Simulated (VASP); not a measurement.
# InP (I4/mmm) in VASP: a series of runs

InP is run at these levels: PBE; tasks: single point.

Everything below comes from runs of VASP 6.6.1. Logs are shortened: lines on timing, memory, paths and dates and some standing lists are left out, and cuts for length are marked.

## Step 1: The cell of the first run

It takes space group I4/mmm (No. 139, tetragonal). The conventional cell has a = 4.035 Å, b = 4.035 Å, c = 5.540 Å, α = 90.00°, β = 90.00°, γ = 90.00°. In (site symmetry 4/mmm) has 6 P at 2.77 to 2.85 Å within 3.7 Å. P (site symmetry 4/mmm) has 6 In at 2.77 to 2.85 Å within 3.7 Å.

## Step 2: Single point, PBE (strain +0.030 along x and y, +0.000 along z)

INCAR reads:

```
SYSTEM = InP
PREC     = Accurate       ! precision mode
ENCUT    = 520            ! plane-wave cutoff, eV
EDIFF    = 1E-6           ! SCF threshold, eV
ISMEAR   = 0              ! smearing method
SIGMA    = 0.15           ! smearing width, eV
LREAL    = .FALSE.        ! projectors in reciprocal space
LASPH    = .TRUE.         ! aspherical terms in the spheres
NELM     = 100            ! most SCF steps
ALGO     = Normal         ! electronic algorithm
ISIF     = 2              ! what is computed and relaxed
LWAVE    = .FALSE.        ! write WAVECAR
LCHARG   = .TRUE.         ! write CHGCAR
GGA      = PE             ! functional
LELF     = .TRUE.         ! ELF
LVHAR    = .TRUE.       
NBANDS   = 16             ! bands
```

KPOINTS reads:

```
regular mesh
0
G
  18 18 18
  0 0 0
```

POSCAR reads:

```
InP
1.0
    0.0000000000      2.8532652270      2.7701604146
    2.8532652270      0.0000000000      2.7701604146
    2.8532652270      2.8532652270      0.0000000000
In P
1 1
Direct
    0.0000000000      0.0000000000      0.0000000000
    0.5000000000      0.5000000000      0.5000000000
```

Potentials or basis: VASP PAW PBE potentials, release 64 (In_d, P).

Run with:

```
$ cat potpaw_PBE.64/In_d/POTCAR potpaw_PBE.64/P/POTCAR > POTCAR
$ mpirun -np 1 vasp_std > vasp.out
```

OUTCAR:

```text
SYSTEM = InP
   PREC = Accurate
   ENCUT = 520
   EDIFF = 1E-6
   ISMEAR = 0
   LREAL = .FALSE.
   LASPH = .TRUE.
   NELM = 100
   ISIF = 2
   GGA = PE

 ion  position               nearest neighbor table
   1  0.000  0.000  0.000-   2 2.77   2 2.77   2 2.85   2 2.85   2 2.85   2 2.85
   2  0.500  0.500  0.500-   1 2.77   1 2.77   1 2.85   1 2.85   1 2.85   1 2.85

  LATTYP: Found a body centered tetragonal cell.
 ALAT       =     4.0351263811
 C/A-ratio  =     1.3730228761

  Lattice vectors:

 A1 = (   0.0000000000,  -2.8532652270,  -2.7701604146)
 A2 = (   0.0000000000,   2.8532652270,  -2.7701604146)
 A3 = (   2.8532652270,   0.0000000000,   2.7701604146)

Analysis of symmetry for initial positions (statically):
=====================================================================
 Subroutine PRICEL returns:
 Original cell was already a primitive cell.

 Routine SETGRP: Setting up the symmetry group for a
 body centered tetragonal supercell.

 Subroutine GETGRP returns: Found 16 space group operations
 (whereof 16 operations were pure point group operations)
 out of a pool of 16 trial point group operations.

The static configuration has the point symmetry D_4h.

Analysis of symmetry for dynamics (positions and initial velocities):
=====================================================================
 Subroutine PRICEL returns:
 Original cell was already a primitive cell.

 Routine SETGRP: Setting up the symmetry group for a
 body centered tetragonal supercell.

 Subroutine GETGRP returns: Found 16 space group operations
 (whereof 16 operations were pure point group operations)
 out of a pool of 16 trial point group operations.

The dynamic configuration has the point symmetry D_4h.

 Subroutine INISYM returns: Found 16 space group operations
 (whereof 16 operations are pure point group operations),
 and found     1 'primitive' translations

----------------------------------------------------------------------------------------

                                     Primitive cell

  volume of cell :      45.1044

  direct lattice vectors                    reciprocal lattice vectors
     0.000000000  2.853265227  2.770160415    -0.175237828  0.175237828  0.180494962
     2.853265227  0.000000000  2.770160415     0.175237828 -0.175237828  0.180494962
     2.853265227  2.853265227  0.000000000     0.175237828  0.175237828 -0.180494962

  length of vectors
     3.976796598  3.976796598  4.035126381     0.306586079  0.306586079  0.306586079

  position of ions in fractional coordinates (direct lattice)
     0.000000000  0.000000000  0.000000000
     0.500000000  0.500000000  0.500000000

  ion indices of the primitive-cell ions
   primitive index   ion index
                 1           1
                 2           2

----------------------------------------------------------------------------------------

 KPOINTS: regular mesh

Automatic generation of k-mesh.
 Grid dimensions read from file:
 generate k-points for:   18   18   18

 Generating k-lattice:

  Cartesian coordinates                     Fractional coordinates (reciprocal lattice)
    -0.009735435  0.009735435  0.010027498     0.055555556  0.000000000  0.000000000
     0.009735435 -0.009735435  0.010027498     0.000000000  0.055555556  0.000000000
     0.009735435  0.009735435 -0.010027498    -0.000000000 -0.000000000  0.055555556

  Length of vectors
     0.017032560  0.017032560  0.017032560

  Shift w.r.t. Gamma in fractional coordinates (k-lattice)
     0.000000000  0.000000000  0.000000000

 Subroutine IBZKPT returns following result:
 ===========================================

 Found    480 irreducible k-points:

 Following reciprocal coordinates:
            Coordinates               Weight
  0.000000  0.000000  0.000000      1.000000
  0.055556 -0.000000  0.000000      8.000000
  0.111111 -0.000000  0.000000      8.000000
  0.166667 -0.000000  0.000000      8.000000
  0.222222  0.000000  0.000000      8.000000
  0.277778 -0.000000  0.000000      8.000000
[... 16 lines left out ...]
 -0.277778  0.055556  0.000000      8.000000
 -0.222222  0.055556  0.000000      8.000000
 [... further k-points ...]
   k-points           NKPTS =    480   k-points in BZ     NKDIM =    480   number of bands    NBANDS=     16
   number of dos      NEDOS =    301   number of ions     NIONS =      2
   total plane-waves  NPLWV =  27000
   dimension x,y,z NGX =    30 NGY =   30 NGZ =   30
   dimension x,y,z NGXF=    60 NGYF=   60 NGZF=   60
   ions per type =               1   1
   NGX,Y,Z   is equivalent  to a cutoff of  12.54, 12.54, 12.36 a.u.
   NGXF,Y,Z  is equivalent  to a cutoff of  25.08, 25.08, 24.72 a.u.
 SYSTEM =  InP
   PREC   = accura    normal or accurate (medium, high low for compatibility)
   ISTART =      0    job   : 0-new  1-cont  2-samecut
   ICHARG =      2    charge: 1-file 2-atom 10-const
   ISPIN  =      1    spin polarized calculation?
   LNONCOLLINEAR =      F non collinear calculations
   LSORBIT =      F    spin-orbit coupling
   LASPH  =      T    aspherical Exc in radial PAW
   ENCUT  =  520.0 eV  38.22 Ry    6.18 a.u.   7.39  7.39  7.50*2*pi/ulx,y,z
   NELM   =    100;   NELMIN=  2; NELMDL= -5     # of ELM steps
   EDIFF  = 0.1E-05   stopping-criterion for ELM
   LREAL  =      F    real-space projection
   EDIFFG = 0.1E-04   stopping-criterion for IOM
   NSW    =      0    number of steps for IOM
   IBRION =     -1    ionic relax: 0-MD 1-quasi-New 2-CG
   NFREE  =      0    steps in history (QN), initial steepest desc. (CG)
   ISIF   =      2    stress and relaxation
   ISYM   =      2    0-nonsym 1-usesym 2-fastsym
   POTIM  = 0.5000    time-step for ionic-motion
   TEBEG  =    0.0;   TEEND  =   0.0 temperature during run
   PSTRESS=    0.0 pullay stress
   NELECT =      18.0000    total number of electrons
   NUPDOWN=      -1.0000    fix difference up-down
   EMIN   =  10.00;   EMAX   =-10.00  energy-range for DOS
   EFERMI =   0.00;   METHOD = LEGACY
   ISMEAR =     0;   SIGMA  =   0.15  broadening in eV -4-tet -1-fermi 0-gaus
   EFERMI_NEDOS =   21; number of points for ismear=-14 and -15
   IALGO  =     38    algorithm
   IMIX   =      4    mixing-type and parameters
     AMIX     =   0.40;   BMIX     =  1.00
     AMIX_MAG =   1.60;   BMIX_MAG =  1.00
  volume/ion in A,a.u.               =      22.55       152.19
  Fermi-wavevector in a.u.,A,eV,Ry     =   1.205293  2.277673 19.765605  1.452731
  Thomas-Fermi vector in A             =   2.340993
   LORBIT       =      0    0 simple, 1 ext, 2 COOP (PROOUT), +10 PAW based schemes
   GGA     = PE    functional components
   LHFCALC =     F    Hartree Fock is set to
   AEXX    =    0.0000 exact exchange contribution
   IVDW    =     0    specifies the selected vdW correction
   LEPSILON=     F    determine dielectric tensor
   LRPA    =     F    only Hartree local field effects (RPA)
 non-spin polarized calculation
 Gauss-broadening in eV      SIGMA  =   0.15
  energy-cutoff  :      520.00
  volume of cell :       45.10
 maximum number of plane-waves:      1246
 NGX is ok and might be reduce to    30
   NGX = 15   NGY = 15   NGZ = 15

 number of electron      17.9999993 magnetization

 Free energy of the ion-electron system (eV)
  ---------------------------------------------------
  ext. energy  EPLUGINS =         0.00000000
  ---------------------------------------------------
  free energy    TOTEN  =        -7.88266866 eV

  energy without entropy =       -7.86778444  energy(sigma->0) =       -7.87522655

 E-fermi :   6.3190     XC(G=0): -10.1178

 val. band max:        6.3175294389   @ k =   0.3333  -0.0000   0.0000
 cond. band min:       6.3193880072   @ k =   0.3333   0.0556   0.1111
 fundamental gap:      0.0018585683
 Fermi energy:         6.3189680118

 k-point     1 :       0.0000    0.0000    0.0000
  band No.  band energies     occupation
      1      -7.8393      2.00000
      2      -7.8335      2.00000
      3      -7.8219      2.00000
      4      -7.8219      2.00000
      5      -7.8113      2.00000
      6      -5.2619      2.00000
[... 8 lines left out ...]
     15      14.1476      0.00000
     16      15.0231      0.00000

 k-point     2 :       0.0556   -0.0000    0.0000
  band No.  band energies     occupation
      1      -7.8405      2.00000
      2      -7.8344      2.00000
      3      -7.8213      2.00000
      4      -7.8203      2.00000
      5      -7.8105      2.00000
      6      -5.2262      2.00000
[... 8 lines left out ...]
     15      14.1217      0.00000
     16      14.7668      0.00000

 k-point     3 :       0.1111   -0.0000    0.0000
  band No.  band energies     occupation
      1      -7.8442      2.00000
      2      -7.8378      2.00000
      3      -7.8200      2.00000
      4      -7.8146      2.00000
      5      -7.8073      2.00000
      6      -5.1197      2.00000
[... 8 lines left out ...]
     15      14.0382      0.00000
     16      14.5525      0.00000

 k-point     4 :       0.1667   -0.0000    0.0000
  band No.  band energies     occupation
      1      -7.8506      2.00000
      2      -7.8438      2.00000
      3      -7.8192      2.00000
      4      -7.8050      2.00000
      5      -7.8005      2.00000
      6      -4.9448      2.00000
[... 8 lines left out ...]
     15      14.2497      0.00000
     16      14.4646      0.00000

 k-point     5 :       0.2222    0.0000    0.0000
  band No.  band energies     occupation
      1      -7.8588      2.00000
      2      -7.8516      2.00000
      3      -7.8195      2.00000
      4      -7.7929      2.00000
      5      -7.7910      2.00000
      6      -4.7065      2.00000
[... 8 lines left out ...]
     15      14.6783      0.00000
     16      14.7180      0.00000

 k-point     6 :       0.2778   -0.0000    0.0000
  band No.  band energies     occupation
      1      -7.8678      2.00000
      2      -7.8599      2.00000
      3      -7.8204      2.00000
      4      -7.7803      2.00000
      5      -7.7798      2.00000
      6      -4.4145      2.00000
[... 8 lines left out ...]
     15      15.2363      0.00000
     16      15.2560      0.00000

 k-point     7 :       0.3333   -0.0000    0.0000
  band No.  band energies     occupation
      1      -7.8764      2.00000
      2      -7.8677      2.00000
      3      -7.8216      2.00000
      4      -7.7701      2.00000
      5      -7.7675      2.00000
      6      -4.0869      2.00000
[... 8 lines left out ...]
     15      15.8535      0.00000
     16      15.9231      0.00000

 k-point     8 :       0.3889   -0.0000    0.0000
  band No.  band energies     occupation
      1      -7.8834      2.00000
      2      -7.8741      2.00000
      3      -7.8228      2.00000
      4      -7.7617      2.00000
      5      -7.7574      2.00000
      6      -3.7587      2.00000
[... 8 lines left out ...]
     15      16.5153      0.00000
     16      16.6357      0.00000

 k-point     9 :       0.4444    0.0000    0.0000
  band No.  band energies     occupation
      1      -7.8880      2.00000
      2      -7.8783      2.00000
      3      -7.8236      2.00000
      4      -7.7561      2.00000
      5      -7.7508      2.00000
      6      -3.4949      2.00000
[... 8 lines left out ...]
     15      17.1069      0.00000
     16      17.2867      0.00000
[... 172 lines left out ...]
 k-point    19 :       0.5000    0.0556    0.0000
  band No.  band energies     occupation
      1      -7.8953      2.00000
      2      -7.8768      2.00000
      3      -7.8224      2.00000
      4      -7.7571      2.00000
      5      -7.7481      2.00000
      6      -3.3648      2.00000
[... 8 lines left out ...]
     15      17.6179      0.00000
     16      17.8974      0.00000

 k-point    20 :      -0.4444    0.0556    0.0000
  band No.  band energies     occupation
      1      -7.8939      2.00000
      2      -7.8775      2.00000
      3      -7.8221      2.00000
      4      -7.7567      2.00000
      5      -7.7506      2.00000
      6      -3.4065      2.00000
[... 8 lines left out ...]
     15      17.1734      0.00000
     16      17.8215      0.00000

 k-point    21 :      -0.3889    0.0556    0.0000
  band No.  band energies     occupation
      1      -7.8892      2.00000
      2      -7.8754      2.00000
      3      -7.8215      2.00000
      4      -7.7599      2.00000
      5      -7.7575      2.00000
      6      -3.6312      2.00000
[... 8 lines left out ...]
     15      16.4596      0.00000
     16      17.3957      0.00000

 k-point    22 :      -0.3333    0.0556    0.0000
  band No.  band energies     occupation
      1      -7.8819      2.00000
      2      -7.8707      2.00000
      3      -7.8207      2.00000
      4      -7.7677      2.00000
      5      -7.7661      2.00000
      6      -3.9474      2.00000
[... 8 lines left out ...]
     15      15.7181      0.00000
     16      16.7734      0.00000

 k-point    23 :      -0.2778    0.0556    0.0000
  band No.  band energies     occupation
      1      -7.8728      2.00000
      2      -7.8641      2.00000
      3      -7.8201      2.00000
      4      -7.7800      2.00000
      5      -7.7746      2.00000
      6      -4.2794      2.00000
[... 8 lines left out ...]
     15      15.0357      0.00000
     16      16.1275      0.00000

 k-point    24 :      -0.2222    0.0556    0.0000
  band No.  band energies     occupation
      1      -7.8630      2.00000
      2      -7.8565      2.00000
      3      -7.8199      2.00000
      4      -7.7928      2.00000
      5      -7.7841      2.00000
      6      -4.5850      2.00000
[... 8 lines left out ...]
     15      14.7908      0.00000
     16      15.5382      0.00000

 [... further k-points ...]
[... 5 lines left out ...]
  --------------------------------------------------------------------------------------
  -------------------------------------------------------------------------------------
  Total       -1.2768813     -1.2768813     -0.5604244      0.0000000      0.0000000      0.0000000
  in kB      -45.3567490    -45.3567490    -19.9071192      0.0000000      0.0000000      0.0000000
  external PRESSURE =     -36.8735391 kB  Pullay stress =       0.0000000 kB

 VOLUME and BASIS-vectors are now :
 -----------------------------------------------------------------------------
  energy-cutoff  :      520.00
  volume of cell :       45.10
      direct lattice vectors                 reciprocal lattice vectors
     0.000000000  2.853265227  2.770160415    -0.175237828  0.175237828  0.180494962
     2.853265227  0.000000000  2.770160415     0.175237828 -0.175237828  0.180494962
     2.853265227  2.853265227  0.000000000     0.175237828  0.175237828 -0.180494962

 POSITION                                       TOTAL-FORCE (eV/Angst)
 -----------------------------------------------------------------------------------
      0.00000      0.00000      0.00000        -0.000000      0.000000     -0.000000
      2.85327      2.85327      2.77016         0.000000     -0.000000      0.000000
 -----------------------------------------------------------------------------------
    total drift:                               -0.000000      0.000000      0.000000

  FREE ENERGIE OF THE ION-ELECTRON SYSTEM (eV)
  ---------------------------------------------------
  free  energy   TOTEN  =        -7.8826686593 eV

  energy  without entropy=       -7.8677844399  energy(sigma->0) =       -7.87522655
```

Run time: 8.2 min. Hardware: 1 thread of Intel Xeon 8259CL, shared host; peak memory 0.45 GiB.

What came out:

| Item | Value |
| --- | --- |
| Free energy | -7.8827 eV |
| Pressure | -3.7 GPa |
| Band gap on the k mesh | zero (bands 9 and 10 overlap by 2.50 eV) |

Caveat: the cell differs from its parent crystal (strain +0.030 along x and y, +0.000 along z); the cell stands under tension; spin-orbit coupling is left out, which moves the levels of the heavy elements.

## Step 3: Single point, PBE (strain +0.015 along x and y, +0.030 along z)

INCAR reads:

```
SYSTEM = InP
  ALGO = Normal
  EDIFF = 1E-6
  ENCUT = 520
  GGA = PE
  ISIF = 2
  ISMEAR = 0
  LASPH = .TRUE.
  LCHARG = .FALSE.
  LREAL = .FALSE.
  LWAVE = .FALSE.
  NBANDS = 16
  NELM = 80
  PREC = Accurate
  SIGMA = 0.15
```

KPOINTS reads:

```
k-points
0
G
  18 18 18
  0 0 0
```

POSCAR reads:

```
InP
1.0
    0.0000000000      2.8117128208      2.8532652270
    2.8117128208      0.0000000000      2.8532652270
    2.8117128208      2.8117128208      0.0000000000
In P
1 1
Direct
    0.0000000000      0.0000000000      0.0000000000
    0.5000000000      0.5000000000      0.5000000000
```

Potentials or basis: VASP PAW PBE potentials, release 64 (In_d, P).

Run with:

```
$ cat potpaw_PBE.64/In_d/POTCAR potpaw_PBE.64/P/POTCAR > POTCAR
$ mpirun -np 1 vasp_std > vasp.out
```

Wall time 3 min (1 thread of Intel Xeon Platinum 8559C (Emerald Rapids), shared host); peak memory 0.43 GiB.

The run converged. Its results:

```yaml
Free_energy: -7.8878 eV
Pressure: -3.8 GPa
Band_gap_on_the_k_mesh: zero (bands 9 and 10 overlap by 2.40 eV)
```

Stress tensor (GPa, compression positive):
```
-3.41  0.00  0.00
 0.00 -3.41  0.00
 0.00  0.00 -4.53
```

Levels at points of the mesh, in eV from the Fermi level:
```
           k point  band 5  band 6  band 7  band 8  band 9  band 10  band 11  band 12  band 13  band 14
(0.00, 0.00, 0.00)  -14.13  -11.58   -0.28   -0.28   -0.15     0.06     7.02     7.12     7.12     7.83
(0.50, 0.00, 0.00)  -14.06   -9.70   -6.32    0.10    0.16     2.44     3.38     3.48     4.74    10.77
(0.50, 0.50, 0.00)  -14.04   -8.86   -4.57   -2.47   -2.10    -2.10     4.01     9.41     9.41     9.55
(0.50, 0.00, 0.50)  -14.04   -8.74   -4.58   -2.61   -2.24    -2.07     3.95     9.13     9.54     9.69
```

Caveat: the cell differs from its parent crystal (strain +0.015 along x and y, +0.030 along z); the cell stands under tension; spin-orbit coupling is left out, which moves the levels of the heavy elements.

(Part 1 of 2 ends here.)
